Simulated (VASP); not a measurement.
# Ge (P6_3/mmc) in VASP: relaxation of cell and atoms with PBE

Aim: the relaxation of cell and atoms of Ge with PBE.

Program: VASP 6.6.1. These are calculated values, not measurements. Logs are shortened: lines on timing, memory, paths and dates and some standing lists are left out, and cuts for length are marked.

### 1 The cell of the first run

Symmetry: P6_3/mmc, No. 194, hexagonal system. Conventional cell: a = 4.059 Å, b = 4.059 Å, c = 6.687 Å, α = 90.00°, β = 90.00°, γ = 120.00°. Within 3.3 Å of Ge (site symmetry 3m) lie 4 Ge at 2.49 to 2.51 Å.

This isn't the form of Ge at room conditions, which is diamond.

### 2 Relaxation of cell and atoms, PBE

Input file INCAR:

```
SYSTEM = Ge
ALGO = Normal
EDIFF = 1E-6
EDIFFG = -0.02
ENCUT = 600
GGA = PE
IBRION = 2
ISIF = 3
ISMEAR = 0
LASPH = .TRUE.
LCHARG = .FALSE.
LREAL = .FALSE.
LWAVE = .FALSE.
NELM = 60
NSW = 90
PREC = Accurate
SIGMA = 0.1
```

Input file KPOINTS:

```
k-points
0
G
  12 12 6
  0 0 0
```

Input file POSCAR:

```
Ge
1.0
    4.0589188239      0.0000000000      0.0000000000
   -2.0294594120      3.5151268134      0.0000000000
    0.0000000000      0.0000000000      6.6870967039
Ge
4
Direct
    0.6666666667      0.3333333333      0.0626657688
    0.3333333333      0.6666666667      0.5626657688
    0.6666666667      0.3333333333      0.4373342312
    0.3333333333      0.6666666667      0.9373342312
```

Potentials or basis: VASP PAW PBE potentials, release 64 (Ge_d).

On the command line:

```console
$ cat potpaw_PBE.64/Ge_d/POTCAR > POTCAR
$ mpirun -np 1 vasp_std > vasp.out
```

OUTCAR:

```text
SYSTEM = Ge
   EDIFF = 1E-6
   EDIFFG = -0.02
   ENCUT = 600
   GGA = PE
   IBRION = 2
   ISIF = 3
   ISMEAR = 0
   LASPH = .TRUE.
   LREAL = .FALSE.
   NELM = 60
   NSW = 90
   PREC = Accurate

 ion  position               nearest neighbor table
   1  0.667  0.333  0.063-   4 2.49   4 2.49   4 2.49   3 2.51
   2  0.333  0.667  0.563-   3 2.49   3 2.49   3 2.49   4 2.51
   3  0.667  0.333  0.437-   2 2.49   2 2.49   2 2.49   1 2.51
   4  0.333  0.667  0.937-   1 2.49   1 2.49   1 2.49   2 2.51

  LATTYP: Found a hexagonal cell.
 ALAT       =     4.0589188239
 C/A-ratio  =     1.6475068840

  Lattice vectors:

 A1 = (   4.0589188239,   0.0000000000,   0.0000000000)
 A2 = (  -2.0294594120,   3.5151268134,   0.0000000000)
 A3 = (   0.0000000000,   0.0000000000,   6.6870967039)

Analysis of symmetry for initial positions (statically):
=====================================================================
 Subroutine PRICEL returns:
 Original cell was already a primitive cell.

 Routine SETGRP: Setting up the symmetry group for a
 hexagonal supercell.

 Subroutine GETGRP returns: Found 24 space group operations
 (whereof 12 operations were pure point group operations)
 out of a pool of 24 trial point group operations.

The static configuration has the point symmetry D_3d.
 The point group associated with its full space group is D_6h.

Analysis of symmetry for dynamics (positions and initial velocities):
=====================================================================
 Subroutine PRICEL returns:
 Original cell was already a primitive cell.

 Routine SETGRP: Setting up the symmetry group for a
 hexagonal supercell.

 Subroutine GETGRP returns: Found 24 space group operations
 (whereof 12 operations were pure point group operations)
 out of a pool of 24 trial point group operations.

The dynamic configuration has the point symmetry D_3d.
 The point group associated with its full space group is D_6h.

 Subroutine INISYM returns: Found 24 space group operations
 (whereof 12 operations are pure point group operations),
 and found     1 'primitive' translations

----------------------------------------------------------------------------------------

                                     Primitive cell

  volume of cell :      95.4089

  direct lattice vectors                    reciprocal lattice vectors
     4.058918824  0.000000000  0.000000000     0.246371027  0.142242379  0.000000000
    -2.029459412  3.515126813  0.000000000     0.000000000  0.284484758  0.000000000
     0.000000000  0.000000000  6.687096704     0.000000000  0.000000000  0.149541729

  length of vectors
     4.058918824  4.058918824  6.687096704     0.284484758  0.284484758  0.149541729

  position of ions in fractional coordinates (direct lattice)
     0.666666667  0.333333333  0.062665769
     0.333333333  0.666666667  0.562665769
     0.666666667  0.333333333  0.437334231
     0.333333333  0.666666667  0.937334231

  ion indices of the primitive-cell ions
   primitive index   ion index
                 1           1
                 2           2
                 3           3
                 4           4

----------------------------------------------------------------------------------------

 KPOINTS: k-points

Automatic generation of k-mesh.
 Grid dimensions read from file:
 generate k-points for:   12   12    6

 Generating k-lattice:

  Cartesian coordinates                     Fractional coordinates (reciprocal lattice)
     0.020530919  0.011853532  0.000000000     0.083333333  0.000000000  0.000000000
     0.000000000  0.023707063  0.000000000     0.000000000  0.083333333  0.000000000
     0.000000000  0.000000000  0.024923621     0.000000000  0.000000000  0.166666667

  Length of vectors
     0.023707063  0.023707063  0.024923621

  Shift w.r.t. Gamma in fractional coordinates (k-lattice)
     0.000000000  0.000000000  0.000000000

 Subroutine IBZKPT returns following result:
 ===========================================

 Found     76 irreducible k-points:

 Following reciprocal coordinates:
            Coordinates               Weight
  0.000000  0.000000  0.000000      1.000000
  0.083333 -0.000000  0.000000      6.000000
  0.166667 -0.000000  0.000000      6.000000
  0.250000  0.000000  0.000000      6.000000
  0.333333 -0.000000  0.000000      6.000000
  0.416667 -0.000000  0.000000      6.000000
[... 16 lines left out ...]
  0.250000  0.000000  0.166667     12.000000
  0.333333 -0.000000  0.166667     12.000000
 [... further k-points ...]
   k-points           NKPTS =     76   k-points in BZ     NKDIM =     76   number of bands    NBANDS=     33
   number of dos      NEDOS =    301   number of ions     NIONS =      4
   total plane-waves  NPLWV =  55296
   dimension x,y,z NGX =    32 NGY =   32 NGZ =   54
   dimension x,y,z NGXF=    64 NGYF=   64 NGZF=  108
   ions per type =               4
   NGX,Y,Z   is equivalent  to a cutoff of  13.11, 13.11, 13.42 a.u.
   NGXF,Y,Z  is equivalent  to a cutoff of  26.21, 26.21, 26.85 a.u.
 SYSTEM =  Ge
   PREC   = accura    normal or accurate (medium, high low for compatibility)
   ISTART =      0    job   : 0-new  1-cont  2-samecut
   ICHARG =      2    charge: 1-file 2-atom 10-const
   ISPIN  =      1    spin polarized calculation?
   LNONCOLLINEAR =      F non collinear calculations
   LSORBIT =      F    spin-orbit coupling
   LASPH  =      T    aspherical Exc in radial PAW
   ENCUT  =  600.0 eV  44.10 Ry    6.64 a.u.   8.11  8.11 13.36*2*pi/ulx,y,z
   NELM   =     60;   NELMIN=  2; NELMDL= -5     # of ELM steps
   EDIFF  = 0.1E-05   stopping-criterion for ELM
   LREAL  =      F    real-space projection
   EDIFFG = -.2E-01   stopping-criterion for IOM
   NSW    =     90    number of steps for IOM
   IBRION =      2    ionic relax: 0-MD 1-quasi-New 2-CG
   NFREE  =      1    steps in history (QN), initial steepest desc. (CG)
   ISIF   =      3    stress and relaxation
   ISYM   =      2    0-nonsym 1-usesym 2-fastsym
   POTIM  = 0.5000    time-step for ionic-motion
   TEBEG  =    0.0;   TEEND  =   0.0 temperature during run
   PSTRESS=    0.0 pullay stress
   NELECT =      56.0000    total number of electrons
   NUPDOWN=      -1.0000    fix difference up-down
   EMIN   =  10.00;   EMAX   =-10.00  energy-range for DOS
   EFERMI =   0.00;   METHOD = LEGACY
   ISMEAR =     0;   SIGMA  =   0.10  broadening in eV -4-tet -1-fermi 0-gaus
   EFERMI_NEDOS =   21; number of points for ismear=-14 and -15
   IALGO  =     38    algorithm
   IMIX   =      4    mixing-type and parameters
     AMIX     =   0.40;   BMIX     =  1.00
     AMIX_MAG =   1.60;   BMIX_MAG =  1.00
  volume/ion in A,a.u.               =      23.85       160.96
  Fermi-wavevector in a.u.,A,eV,Ry     =   1.370696  2.590240 25.562733  1.878808
  Thomas-Fermi vector in A             =   2.496459
   LORBIT       =      0    0 simple, 1 ext, 2 COOP (PROOUT), +10 PAW based schemes
   GGA     = PE    functional components
   LHFCALC =     F    Hartree Fock is set to
   AEXX    =    0.0000 exact exchange contribution
   IVDW    =     0    specifies the selected vdW correction
   LEPSILON=     F    determine dielectric tensor
   LRPA    =     F    only Hartree local field effects (RPA)
 conjugate gradient relaxation of ions
 non-spin polarized calculation
 Gauss-broadening in eV      SIGMA  =   0.10
  energy-cutoff  :      600.00
  volume of cell :       95.41
 maximum number of plane-waves:      3216
   NGX = 17   NGY = 17   NGZ = 27

 number of electron      55.9999999 magnetization

 Free energy of the ion-electron system (eV)
  ---------------------------------------------------
  ext. energy  EPLUGINS =         0.00000000
  ---------------------------------------------------
  free energy    TOTEN  =       -18.00297635 eV

  energy without entropy =      -18.00239018  energy(sigma->0) =      -18.00268326

 E-fermi :   4.5481     XC(G=0):  -9.6743

 val. band max:        4.4961271357   @ k =   0.0833  -0.0000   0.0000
 cond. band min:       4.6483229116   @ k =   0.0000   0.0000   0.0000
 fundamental gap:      0.1521957759
 Fermi energy:         4.5481213262

 k-point     1 :       0.0000    0.0000    0.0000
  band No.  band energies     occupation
      1     -20.2840      2.00000
      2     -20.2840      2.00000
      3     -20.2510      2.00000
      4     -20.2505      2.00000
      5     -20.2505      2.00000
      6     -20.2378      2.00000
[... 25 lines left out ...]
     32       6.8087      0.00000
     33       7.2689      0.00000

 k-point     2 :       0.0833   -0.0000    0.0000
  band No.  band energies     occupation
      1     -20.2883      2.00000
      2     -20.2854      2.00000
      3     -20.2550      2.00000
      4     -20.2528      2.00000
      5     -20.2505      2.00000
      6     -20.2326      2.00000
[... 25 lines left out ...]
     32       7.0309      0.00000
     33       7.5068      0.00000

 k-point     3 :       0.1667   -0.0000    0.0000
  band No.  band energies     occupation
      1     -20.2955      2.00000
      2     -20.2882      2.00000
      3     -20.2626      2.00000
      4     -20.2578      2.00000
      5     -20.2497      2.00000
      6     -20.2247      2.00000
[... 25 lines left out ...]
     32       7.5277      0.00000
     33       7.7779      0.00000

 k-point     4 :       0.2500    0.0000    0.0000
  band No.  band energies     occupation
      1     -20.3004      2.00000
      2     -20.2908      2.00000
      3     -20.2707      2.00000
      4     -20.2630      2.00000
      5     -20.2464      2.00000
      6     -20.2185      2.00000
[... 25 lines left out ...]
     32       7.9765      0.00000
     33       8.2112      0.00000

 k-point     5 :       0.3333   -0.0000    0.0000
  band No.  band energies     occupation
      1     -20.3016      2.00000
      2     -20.2923      2.00000
      3     -20.2785      2.00000
      4     -20.2669      2.00000
      5     -20.2401      2.00000
      6     -20.2143      2.00000
[... 604 lines left out ...]
 k-point    22 :       0.1667   -0.0000    0.1667
  band No.  band energies     occupation
      1     -20.2931      2.00000
      2     -20.2866      2.00000
      3     -20.2613      2.00000
      4     -20.2608      2.00000
      5     -20.2525      2.00000
      6     -20.2256      2.00000
[... 25 lines left out ...]
     32       7.7278      0.00000
     33       7.8653      0.00000

 k-point    23 :       0.2500    0.0000    0.1667
  band No.  band energies     occupation
      1     -20.2977      2.00000
      2     -20.2893      2.00000
      3     -20.2688      2.00000
      4     -20.2655      2.00000
      5     -20.2492      2.00000
      6     -20.2194      2.00000
[... 25 lines left out ...]
     32       8.2222      0.00000
     33       8.7579      0.00000

 k-point    24 :       0.3333   -0.0000    0.1667
  band No.  band energies     occupation
      1     -20.2986      2.00000
      2     -20.2909      2.00000
      3     -20.2761      2.00000
      4     -20.2691      2.00000
      5     -20.2428      2.00000
      6     -20.2148      2.00000
[... 25 lines left out ...]
     32       8.4777      0.00000
     33       9.0992      0.00000

 [... further k-points ...]
[... 5 lines left out ...]
  --------------------------------------------------------------------------------------
  -------------------------------------------------------------------------------------
  Total       -0.0251951     -0.0251951      0.0301754      0.0000000     -0.0000000      0.0000000
  in kB       -0.4230955     -0.4230955      0.5067277      0.0000000     -0.0000000      0.0000000
  external PRESSURE =      -0.1131544 kB  Pullay stress =       0.0000000 kB

 VOLUME and BASIS-vectors are now :
 -----------------------------------------------------------------------------
  energy-cutoff  :      600.00
  volume of cell :       95.41
      direct lattice vectors                 reciprocal lattice vectors
     4.058918824  0.000000000  0.000000000     0.246371027  0.142242379  0.000000000
    -2.029459412  3.515126813  0.000000000     0.000000000  0.284484758  0.000000000
     0.000000000  0.000000000  6.687096704     0.000000000  0.000000000  0.149541729

 POSITION                                       TOTAL-FORCE (eV/Angst)
 -----------------------------------------------------------------------------------
      2.02946      1.17171      0.41905         0.000000     -0.000000      0.008249
     -0.00000      2.34342      3.76260        -0.000000      0.000000      0.008249
      2.02946      1.17171      2.92450         0.000000      0.000000     -0.008249
     -0.00000      2.34342      6.26804        -0.000000      0.000000     -0.008249
 -----------------------------------------------------------------------------------
    total drift:                               -0.000000      0.000000     -0.000000

  FREE ENERGIE OF THE ION-ELECTRON SYSTEM (eV)
  ---------------------------------------------------
  free  energy   TOTEN  =       -18.0029763460 eV

  energy  without entropy=      -18.0023901836  energy(sigma->0) =      -18.00268326

 reached required accuracy - stopping structural energy minimisation
```

Run time: 2.5 min. Hardware: 1 thread of Intel Xeon Platinum 8375C at 2.90GHz (Ice Lake), shared host; peak memory 0.34 GiB.

What came out:

```yaml
Free_energy: -18.0030 eV
Pressure_after_relaxing: 0.0 GPa
Largest_force_after_relaxing: 0.008 eV/Å
Band_gap_on_the_k_mesh: zero (bands 28 and 29 overlap by 0.01 eV)
```

Forces in eV/Å, atoms in the order of the input:
```
Ge   0.000  0.000  0.008
Ge   0.000  0.000  0.008
Ge   0.000  0.000 -0.008
Ge   0.000  0.000 -0.008
```

Final structure:
```
Ge
1.0
     4.05892    0.00000    0.00000
    -2.02946    3.51513    0.00000
     0.00000    0.00000    6.68710
Ge
4
Cartesian
  2.0295 1.1717 0.4191
  0.0000 2.3434 3.7626
  2.0295 1.1717 2.9245
  0.0000 2.3434 6.2680
```

Caveat: the relaxation stopped at its first step, so nothing moved; semilocal functionals underestimate gaps, and a narrow one can read as zero.

The gap in the log of VASP goes by the Fermi energy; the results here count the filled bands.